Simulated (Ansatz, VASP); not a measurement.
# Two plane-wave programs on SrO

File POSCAR:

```
SrO
1.0
    0.0000000000      2.5272266850      2.5272266850
    2.5272266850      0.0000000000      2.5272266850
    2.5272266850      2.5272266850      0.0000000000
Sr O
1 1
Direct
    0.0000000000      0.0000000000      0.0000000000
    0.5000000000      0.5000000000      0.5000000000
```

File INCAR.step1:

```
PREC = Accurate
ENCUT = 520
ISMEAR = 0
SIGMA = 0.01
LREAL = F
LASPH = T
NELM = 60
NBANDS = 15
GGA = PE
ALGO = Normal
EDIFF = 1E-4
LWAVE = T
LCHARG = F
```

INCAR.step2

```
PREC = Accurate
ENCUT = 520
EDIFF = 1E-7
ISMEAR = 0
SIGMA = 0.01
LREAL = F
LASPH = T
NELM = 60
ALGO = Normal
ISIF = 2
LWAVE = F
LCHARG = F
METAGGA = R2SCAN
LMIXTAU = T
NBANDS = 15
ISTART = 1
```

The input KPOINTS:

```
Automatic mesh
0
Gamma
  8 8 8
```

Input for Ansatz:

```yaml
crystal:
  lattice:
    - [0.0, 2.527226685, 2.527226685]
    - [2.527226685, 0.0, 2.527226685]
    - [2.527226685, 2.527226685, 0.0]
  atoms:
    - { symbol: Sr, position: [0.0, 0.0, 0.0] }
    - { symbol: O, position: [0.5, 0.5, 0.5] }
kpoints:
  mp_grid: { grid: [8, 8, 8] }
hamiltonian:
  xc: r2scan
scf:
  occupations: { method: fixed }
  n_extra_bands: 4
output:
  forces: true
  stress: true
  eigenvalues: true
```

Alike in both runs: task single point; functional r2SCAN; k mesh 8 × 8 × 8; no spin polarisation.

|  | VASP | Ansatz |
| --- | --- | --- |
| version | VASP 6.6.1 | Ansatz 0.2.0 |
| potentials or method | VASP PAW PBE potentials, release 64 (Sr_sv, O) | plane waves, PAW |
| plane-wave cutoff (eV) | 520 | 500 |
| occupations | gaussian, width 0.01 eV | fixed |
| valence electrons in the cell | 16 | 16 |

```csv
,VASP,Ansatz,Ansatz less VASP
gap on the k mesh at the Fermi level (eV),3.71,3.77,+0.059
pressure (GPa),7.4,6.7,-0.70
```

VASP's potentials were made for PBE, not for r2SCAN.
